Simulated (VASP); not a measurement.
# C (P6_3/mmc) in VASP: a series of runs

The runs below take C through single point, with PBEsol+D3(BJ).

All numbers are computed with VASP 6.6.1; they aren't measurements. Logs are shortened: lines on timing, memory, paths and dates and some standing lists are left out, and cuts for length are marked.

### 1 The cell of the first run

Symmetry: P6_3/mmc, No. 194, hexagonal system. The conventional cell has a = 2.458 Å, b = 2.458 Å, c = 6.119 Å, α = 90.00°, β = 90.00°, γ = 120.00°. C (site symmetry -6m2) has 3 C at 1.42 Å within 1.9 Å. C (site symmetry -6m2) has 3 C at 1.42 Å within 1.9 Å.

### 2 Single point, PBEsol+D3(BJ) (engineering shear strain xy +0.0000, normal strain along z -0.0700)

INCAR reads:

```
  ALGO = Normal
  EDIFF = 1E-6
  ENCUT = 520
  GGA = PS
  ISIF = 2
  ISMEAR = 0
  IVDW = 12
  LASPH = True
  LCHARG = True
  LELF = True
  LREAL = False
  LVHAR = True
  LWAVE = False
  NBANDS = 16
  NELM = 100
  PREC = Accurate
  SIGMA = 0.15
```

KPOINTS reads:

```
k-points
0
Gamma
  18 18 6
```

POSCAR reads:

```
C
1.0
    2.4580081300      0.0000000000      0.0000000000
   -1.2290040650      2.1286974833      0.0000000000
    0.0000000000      0.0000000000      6.1194527631
C
4
Direct
    0.0000000000      0.0000000000      0.0025000000
    0.0000000000      0.0000000000      0.5025000000
    0.3333333333      0.6666666667      0.0025000000
    0.6666666667      0.3333333333      0.5025000000
```

Potentials or basis: VASP PAW PBE potentials, release 64 (C).

Launch:

```console
cat potpaw_PBE.64/C/POTCAR > POTCAR
mpirun -np 1 vasp_std > vasp.out
```

OUTCAR:

```text
EDIFF = 1E-6
   ENCUT = 520
   GGA = PS
   ISIF = 2
   ISMEAR = 0
   IVDW = 12
   LASPH = True
   LREAL = False
   NELM = 100
   PREC = Accurate
 IVDW          = 12

 ion  position               nearest neighbor table
   1  0.000  0.000  0.002-   3 1.42   3 1.42   3 1.42
   2  0.000  0.000  0.502-   4 1.42   4 1.42   4 1.42
   3  0.333  0.667  0.002-   1 1.42   1 1.42   1 1.42
   4  0.667  0.333  0.502-   2 1.42   2 1.42   2 1.42

  LATTYP: Found a hexagonal cell.
 ALAT       =     2.4580081300
 C/A-ratio  =     2.4895982598

  Lattice vectors:

 A1 = (   2.4580081300,   0.0000000000,   0.0000000000)
 A2 = (  -1.2290040650,   2.1286974833,   0.0000000000)
 A3 = (   0.0000000000,   0.0000000000,   6.1194527631)

Analysis of symmetry for initial positions (statically):
=====================================================================
 Subroutine PRICEL returns:
 Original cell was already a primitive cell.

 Routine SETGRP: Setting up the symmetry group for a
 hexagonal supercell.

 Subroutine GETGRP returns: Found 24 space group operations
 (whereof  6 operations were pure point group operations)
 out of a pool of 24 trial point group operations.

The static configuration has the point symmetry C_3v.
 The point group associated with its full space group is D_6h.

Analysis of symmetry for dynamics (positions and initial velocities):
=====================================================================
 Subroutine PRICEL returns:
 Original cell was already a primitive cell.

 Routine SETGRP: Setting up the symmetry group for a
 hexagonal supercell.

 Subroutine GETGRP returns: Found 24 space group operations
 (whereof  6 operations were pure point group operations)
 out of a pool of 24 trial point group operations.

The dynamic configuration has the point symmetry C_3v.
 The point group associated with its full space group is D_6h.

 Subroutine INISYM returns: Found 24 space group operations
 (whereof  6 operations are pure point group operations),
 and found     1 'primitive' translations

----------------------------------------------------------------------------------------

                                     Primitive cell

  volume of cell :      32.0192

  direct lattice vectors                    reciprocal lattice vectors
     2.458008130  0.000000000  0.000000000     0.406833479  0.234885419  0.000000000
    -1.229004065  2.128697483  0.000000000     0.000000000  0.469770838  0.000000000
     0.000000000  0.000000000  6.119452763     0.000000000  0.000000000  0.163413305

  length of vectors
     2.458008130  2.458008130  6.119452763     0.469770838  0.469770838  0.163413305

  position of ions in fractional coordinates (direct lattice)
     0.000000000  0.000000000  0.002500000
     0.000000000  0.000000000  0.502500000
     0.333333333  0.666666667  0.002500000
     0.666666667  0.333333333  0.502500000

  ion indices of the primitive-cell ions
   primitive index   ion index
                 1           1
                 2           2
                 3           3
                 4           4

----------------------------------------------------------------------------------------

 KPOINTS: k-points

Automatic generation of k-mesh.
 Grid dimensions read from file:
 generate k-points for:   18   18    6

 Generating k-lattice:

  Cartesian coordinates                     Fractional coordinates (reciprocal lattice)
     0.022601860  0.013049190  0.000000000     0.055555556  0.000000000  0.000000000
     0.000000000  0.026098380  0.000000000     0.000000000  0.055555556  0.000000000
     0.000000000  0.000000000  0.027235551     0.000000000  0.000000000  0.166666667

  Length of vectors
     0.026098380  0.026098380  0.027235551

  Shift w.r.t. Gamma in fractional coordinates (k-lattice)
     0.000000000  0.000000000  0.000000000

 Subroutine IBZKPT returns following result:
 ===========================================

 Found    148 irreducible k-points:

 Following reciprocal coordinates:
            Coordinates               Weight
  0.000000  0.000000  0.000000      1.000000
  0.055556 -0.000000  0.000000      6.000000
  0.111111 -0.000000  0.000000      6.000000
  0.166667  0.000000  0.000000      6.000000
  0.222222  0.000000  0.000000      6.000000
  0.277778 -0.000000  0.000000      6.000000
[... 16 lines left out ...]
  0.333333  0.111111  0.000000     12.000000
  0.388889  0.111111  0.000000     12.000000
 [... further k-points ...]
   k-points           NKPTS =    148   k-points in BZ     NKDIM =    148   number of bands    NBANDS=     16
   number of dos      NEDOS =    301   number of ions     NIONS =      4
   total plane-waves  NPLWV =  15552
   dimension x,y,z NGX =    18 NGY =   18 NGZ =   48
   dimension x,y,z NGXF=    36 NGYF=   36 NGZF=   96
   ions per type =               4
   NGX,Y,Z   is equivalent  to a cutoff of  12.17, 12.17, 13.04 a.u.
   NGXF,Y,Z  is equivalent  to a cutoff of  24.35, 24.35, 26.08 a.u.
 SYSTEM =  unknown system
   PREC   = accura    normal or accurate (medium, high low for compatibility)
   ISTART =      0    job   : 0-new  1-cont  2-samecut
   ICHARG =      2    charge: 1-file 2-atom 10-const
   ISPIN  =      1    spin polarized calculation?
   LNONCOLLINEAR =      F non collinear calculations
   LSORBIT =      F    spin-orbit coupling
   LASPH  =      T    aspherical Exc in radial PAW
   ENCUT  =  520.0 eV  38.22 Ry    6.18 a.u.   4.57  4.57 11.38*2*pi/ulx,y,z
   NELM   =    100;   NELMIN=  2; NELMDL= -5     # of ELM steps
   EDIFF  = 0.1E-05   stopping-criterion for ELM
   LREAL  =      F    real-space projection
   EDIFFG = 0.1E-04   stopping-criterion for IOM
   NSW    =      0    number of steps for IOM
   IBRION =     -1    ionic relax: 0-MD 1-quasi-New 2-CG
   NFREE  =      0    steps in history (QN), initial steepest desc. (CG)
   ISIF   =      2    stress and relaxation
   ISYM   =      2    0-nonsym 1-usesym 2-fastsym
   POTIM  = 0.5000    time-step for ionic-motion
   TEBEG  =    0.0;   TEEND  =   0.0 temperature during run
   PSTRESS=    0.0 pullay stress
   NELECT =      16.0000    total number of electrons
   NUPDOWN=      -1.0000    fix difference up-down
   EMIN   =  10.00;   EMAX   =-10.00  energy-range for DOS
   EFERMI =   0.00;   METHOD = LEGACY
   ISMEAR =     0;   SIGMA  =   0.15  broadening in eV -4-tet -1-fermi 0-gaus
   EFERMI_NEDOS =   21; number of points for ismear=-14 and -15
   IALGO  =     38    algorithm
   IMIX   =      4    mixing-type and parameters
     AMIX     =   0.40;   BMIX     =  1.00
     AMIX_MAG =   1.60;   BMIX_MAG =  1.00
  volume/ion in A,a.u.               =       8.00        54.02
  Fermi-wavevector in a.u.,A,eV,Ry     =   1.299107  2.454956 22.962262  1.687679
  Thomas-Fermi vector in A             =   2.430392
   LORBIT       =      0    0 simple, 1 ext, 2 COOP (PROOUT), +10 PAW based schemes
   GGA     = PS    functional components
   LHFCALC =     F    Hartree Fock is set to
   AEXX    =    0.0000 exact exchange contribution
   IVDW    =    12    specifies the selected vdW correction
   LEPSILON=     F    determine dielectric tensor
   LRPA    =     F    only Hartree local field effects (RPA)
 non-spin polarized calculation
 Gauss-broadening in eV      SIGMA  =   0.15
  energy-cutoff  :      520.00
  volume of cell :       32.02
 maximum number of plane-waves:       878
   NGX =  9   NGY =  9   NGZ = 23

 number of electron      15.9999995 magnetization

 Free energy of the ion-electron system (eV)
  ---------------------------------------------------
  ext. energy  EPLUGINS =         0.00000000
  ---------------------------------------------------
  free energy    TOTEN  =       -38.50433037 eV

  energy without entropy =      -38.50316374  energy(sigma->0) =      -38.50374705

 E-fermi :   5.4624     XC(G=0): -11.2029

 val. band max:        5.4371696720   @ k =   0.3333   0.3333   0.1667
 cond. band min:       5.4651423831   @ k =   0.3333   0.3333   0.5000
 fundamental gap:      0.0279727111
 Fermi energy:         5.4623833544

 k-point     1 :       0.0000    0.0000    0.0000
  band No.  band energies     occupation
      1     -14.3204      2.00000
      2     -13.7153      2.00000
      3      -3.5990      2.00000
      4      -0.4692      2.00000
      5       2.5329      2.00000
      6       2.5329      2.00000
[... 8 lines left out ...]
     15      17.3177      0.00000
     16      18.1373      0.00000

 k-point     2 :       0.0556   -0.0000    0.0000
  band No.  band energies     occupation
      1     -14.2457      2.00000
      2     -13.6431      2.00000
      3      -3.5079      2.00000
      4      -0.3865      2.00000
      5       2.2254      2.00000
      6       2.2884      2.00000
[... 8 lines left out ...]
     15      17.0702      0.00000
     16      18.2627      0.00000

 k-point     3 :       0.1111   -0.0000    0.0000
  band No.  band energies     occupation
      1     -14.0220      2.00000
      2     -13.4267      2.00000
      3      -3.2353      2.00000
      4      -0.1396      2.00000
      5       1.3847      2.00000
      6       1.4857      2.00000
[... 8 lines left out ...]
     15      16.3696      0.00000
     16      18.5629      0.00000

 k-point     4 :       0.1667    0.0000    0.0000
  band No.  band energies     occupation
      1     -13.6505      2.00000
      2     -13.0671      2.00000
      3      -2.7837      2.00000
      4       0.1807      2.00000
      5       0.2669      2.00000
      6       0.3278      2.00000
[... 8 lines left out ...]
     15      16.5261      0.00000
     16      18.7985      0.00000
[... 324 lines left out ...]
 k-point    22 :       0.2778    0.1111    0.0000
  band No.  band energies     occupation
      1     -11.4584      2.00000
      2     -10.9462      2.00000
      3      -4.1202      2.00000
      4      -3.8494      2.00000
      5      -1.1848      2.00000
      6      -1.0264      2.00000
[... 8 lines left out ...]
     15      19.3101      0.00000
     16      20.2641      0.00000

 k-point    23 :       0.3333    0.1111    0.0000
  band No.  band energies     occupation
      1     -10.5345      2.00000
      2     -10.0542      2.00000
      3      -5.5301      2.00000
      4      -5.2124      2.00000
      5      -1.5629      2.00000
      6      -1.3935      2.00000
[... 8 lines left out ...]
     15      19.3487      0.00000
     16      20.3397      0.00000

 k-point    24 :       0.3889    0.1111    0.0000
  band No.  band energies     occupation
      1      -9.5065      2.00000
      2      -9.0724      2.00000
      3      -6.8499      2.00000
      4      -6.5049      2.00000
      5      -1.7916      2.00000
      6      -1.6167      2.00000
[... 8 lines left out ...]
     15      19.3863      0.00000
     16      19.8126      0.00000

 [... further k-points ...]

------------------------ aborting loop because EDIFF is reached ----------------------------------------

 Edisp (eV)   -0.48125

 E8    (eV) :    -0.2339

  FORCE on cell =-STRESS in cart. coord.  units (eV):
  Direction    XX          YY          ZZ          XY          YZ          ZX
  --------------------------------------------------------------------------------------
  -------------------------------------------------------------------------------------
  Total       0.21918     0.21918     0.79044     0.00000     0.00000     0.00000
  in kB      10.96738    10.96738    39.55215     0.00000     0.00000     0.00000
  external pressure =       20.50 kB  Pullay stress =        0.00 kB

 VOLUME and BASIS-vectors are now :
 -----------------------------------------------------------------------------
  energy-cutoff  :      520.00
  volume of cell :       32.02
      direct lattice vectors                 reciprocal lattice vectors
     2.458008130  0.000000000  0.000000000     0.406833479  0.234885419  0.000000000
    -1.229004065  2.128697483  0.000000000     0.000000000  0.469770838  0.000000000
     0.000000000  0.000000000  6.119452763     0.000000000  0.000000000  0.163413305

 POSITION                                       TOTAL-FORCE (eV/Angst)
 -----------------------------------------------------------------------------------
      0.00000      0.00000      0.01530         0.000000     -0.000000     -0.000000
      0.00000      0.00000      3.07503        -0.000000      0.000000      0.000000
     -0.00000      1.41913      0.01530         0.000000     -0.000000      0.000000
      1.22900      0.70957      3.07503        -0.000000     -0.000000      0.000000
 -----------------------------------------------------------------------------------
    total drift:                                0.000000      0.000000      0.000037

  FREE ENERGIE OF THE ION-ELECTRON SYSTEM (eV)
  ---------------------------------------------------
  free  energy   TOTEN  =       -38.9855753866 eV

  energy  without entropy=      -38.9844087588  energy(sigma->0) =      -38.98499207
```

It took 24 s on 1 thread of Intel Xeon 6975P-C (Granite Rapids), shared host; peak memory 0.18 GiB.

Results:

| Item | Value |
| --- | --- |
| Free energy | -38.9856 eV |
| Pressure | 2.0 GPa |
| Band gap on the k mesh | zero (band 8 reaches 5.49 eV, above the bottom of band 9 at 5.41 eV) |
| Dispersion energy per atom | -0.120 eV |

Caveat: the cell differs from its parent crystal (engineering shear strain xy +0.0000, normal strain along z -0.0700); the PAW data sets were made with another functional, which shifts forces and pressure a little.

[end of part 1 of 2]
